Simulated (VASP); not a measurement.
Input of a VASP 6.6.1 run:

INCAR

```
  PREC = Accurate
  ENCUT = 500
  EDIFF = 1E-6
  ISMEAR = -1
  SIGMA = 0.1
  LREAL = F
  LASPH = T
  NELM = 120
  ALGO = Normal
  ISIF = 2
  LWAVE = F
  LCHARG = F
  GGA = PE
  NBANDS = 21
  GGA_COMPAT = F
```

File KPOINTS:

```
regular mesh
0
Gamma
  8 8 8
```

POSCAR

```
W
1.0
    3.1650000000      0.0000000000      0.0000000000
    0.0000000000      3.1650000000      0.0000000000
    0.0000000000      0.0000000000      3.1650000000
W
2
Direct
    0.0000000000      0.0000000000      0.0000000000
    0.5000000000      0.5000000000      0.5000000000
```

Potentials or basis: VASP PAW PBE potentials, release 64 (W_sv).

Command:

```sh
$ cat potpaw_PBE.64/W_sv/POTCAR > POTCAR
$ mpirun -np 1 vasp_std > vasp.out
```

Problem. What does it give for the pressure?

Solution. 6.2 GPa.

Problem. What does it give for the band gap on the k mesh?

Solution. Zero (bands 14 and 15 overlap by 1.21 eV).

Caveat: the cell stands under pressure; spin-orbit coupling is left out, which moves the levels of the heavy elements.
